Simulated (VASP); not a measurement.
# BN (BN (F-43m)): single point with PBE

The system is BN (BN (F-43m)).

```
B N
1.0
    -3.62411    3.62411   -3.62411
     3.62411    3.62411    3.62411
     3.62411   -3.62411   -3.62411
B N
16 16
Direct
  0.00000 0.00000 0.00000
  0.00000 0.25000 0.75000
  0.00000 0.50000 0.50000
  0.00000 0.75000 0.25000
  0.25000 0.00000 0.75000
  0.25000 0.25000 0.50000
  0.25000 0.50000 0.25000
  0.25000 0.75000 0.00000
  0.50000 0.00000 0.50000
  0.50000 0.25000 0.25000
  0.50000 0.50000 0.00000
  0.50000 0.75000 0.75000
  0.75000 0.00000 0.25000
  0.75000 0.25000 0.00000
  0.75000 0.50000 0.75000
  0.75000 0.75000 0.50000
  0.00000 0.00000 0.25000
  0.00000 0.25000 0.00000
  0.00000 0.50000 0.75000
  0.00000 0.75000 0.50000
  0.25000 0.00000 0.00000
  0.25000 0.25000 0.75000
  0.25000 0.50000 0.50000
  0.25000 0.75000 0.25000
  0.50000 0.00000 0.75000
  0.50000 0.25000 0.50000
  0.50000 0.50000 0.25000
  0.50000 0.75000 0.00000
  0.75000 0.00000 0.50000
  0.75000 0.25000 0.25000
  0.75000 0.50000 0.00000
  0.75000 0.75000 0.75000
```

```json
{"Program": "VASP 6.6.1", "Task": "single point", "Functional": "PBE", "Potentials or basis": "VASP PAW PBE potentials, release 64 (B, N)", "Cutoff": "520 eV", "k mesh": "1 × 1 × 1, shifted", "Occupations": "fermi-dirac, width 0.01 eV", "Spin": "no spin polarisation"}
```

```yaml
Pressure: 0.7 GPa
Band_gap_on_the_k_mesh: 8.62 eV
```

Levels at points of the mesh, in eV from the valence-band top:
| k point | band 62 | band 63 | band 64 | band 65 | band 66 | band 67 |
| --- | --- | --- | --- | --- | --- | --- |
| (0.25, 0.25, 0.25) | 0.00 | 0.00 | 0.00 | 8.62 | 8.62 | 8.62 |

Run time: 53 s on 1 thread of Intel(R) Xeon(R) Platinum 8259CL CPU @ 2.50GHz (Skylake/Cascade Lake), on a shared host, peak memory 0.32 GiB.

Caveat: the k points lie up to 1.23 Å⁻¹ apart. A k mesh can miss the band edges.
